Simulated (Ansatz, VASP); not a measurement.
# C: VASP beside Ansatz

INCAR

```
PREC     = Accurate       # precision mode
ENCUT    = 600            # plane-wave cutoff, eV
EDIFF    = 1E-6           # SCF threshold, eV
ISMEAR   = 0              # smearing method
SIGMA    = 0.1            # smearing width, eV
LREAL    = False          # projectors in reciprocal space
LASPH    = True           # aspherical terms in the spheres
NELM     = 120            # most SCF steps
ALGO     = Normal         # electronic algorithm
ISIF     = 2              # what is computed and relaxed
LWAVE    = False          # write WAVECAR
LCHARG   = False          # write CHGCAR
GGA      = PE             # functional
NBANDS   = 11             # bands
GGA_COMPAT= False
```

File KPOINTS:

```
regular mesh
0
Gamma
  8 8 8
```

POSCAR

```
C
1.0
    0.0000000000      1.7803725545      1.7803725545
    1.7803725545      0.0000000000      1.7803725545
    1.7803725545      1.7803725545      0.0000000000
C
2
Direct
    0.5000000000      0.5000000000      0.5000000000
    0.7500000000      0.7500000000      0.7500000000
```

Input for Ansatz:

```yaml
crystal:
  lattice:
    - [0.0, 1.7803725545, 1.7803725545]
    - [1.7803725545, 0.0, 1.7803725545]
    - [1.7803725545, 1.7803725545, 0.0]
  atoms:
    - { symbol: C, position: [0.5, 0.5, 0.5] }
    - { symbol: C, position: [0.75, 0.75, 0.75] }
basis:
  ecutwfc: 420
kpoints:
  mp_grid: { grid: [8, 8, 8] }
hamiltonian:
  xc: pbe
scf:
  occupations: { method: gaussian, width: 0.1 }
  lower_state_search: "off"
output:
  forces: true
  stress: true
  eigenvalues: true
```

Alike in both runs: task single point; functional PBE; k mesh 8 × 8 × 8; occupations gaussian, width 0.1 eV; no spin polarisation.

```csv
,VASP,Ansatz
version,VASP 6.6.1,Ansatz 0.2.0
potentials or method,"VASP PAW PBE potentials, release 64 (C), cutoff 600 eV","scalar-relativistic, plane waves, PAW"
valence electrons in the cell,8,8
```

|  | VASP | Ansatz | Ansatz less VASP |
| --- | --- | --- | --- |
| gap on the k mesh at the Fermi level (eV) | 4.14 | 4.15 | +0.008 |
| least direct gap on the mesh (eV) | 5.60 | 5.61 | +0.004 |
| pressure (GPa) | 4.0 | 4.0 | -0.01 |

The functional is the same, so the differences come from potentials, cutoffs and numerics.
